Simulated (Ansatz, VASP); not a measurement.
## Two plane-wave programs on Ti2SnTe3

```
Ti Sn Te
1.0
     4.19628    0.00000    0.00000
     0.00000    4.19628    0.00000
     0.00000    0.00000    8.09398
Ti Sn Te
2 1 3
Direct
  0.50000 0.00000 0.73938
  0.00000 0.50000 0.26062
  0.50000 0.50000 0.00000
  0.50000 0.00000 0.37605
  0.00000 0.50000 0.62395
  0.00000 0.00000 0.00000
```

Change from the starting cell: species swapped into the Zr2Sb3Pd type (P-4m2, No. 115).

Alike in both runs: functional PBE; k mesh 4 × 4 × 2; occupations gaussian, width 0.1 eV; no spin polarisation.

Ansatz relaxed the structure, and its values are those at the end. VASP's run is a single point on that final structure, the one shown.

|  | VASP | Ansatz |
| --- | --- | --- |
| version | VASP 6.6.1 | Ansatz 0.2.0 |
| potentials or method | VASP PAW PBE potentials, release 64 (Ti_sv, Sn_d, Te), cutoff 520 eV | scalar-relativistic, plane waves, PAW |
| valence electrons in the cell | 56 | 86 |

```tsv
	VASP	Ansatz	Ansatz less VASP
gap on the k mesh at the Fermi level (eV)	none	none	-
pressure (GPa)	0.1	0.1	-0.01
```

A gap of «none» marks a metal or a gap that the smearing closes. VASP's potentials hold 56 valence electrons a cell and Ansatz's 86, so a difference there can come from the potentials and not from the codes.

The k mesh is coarse, so the values compare programs but aren't converged. Spin-orbit coupling is off throughout.
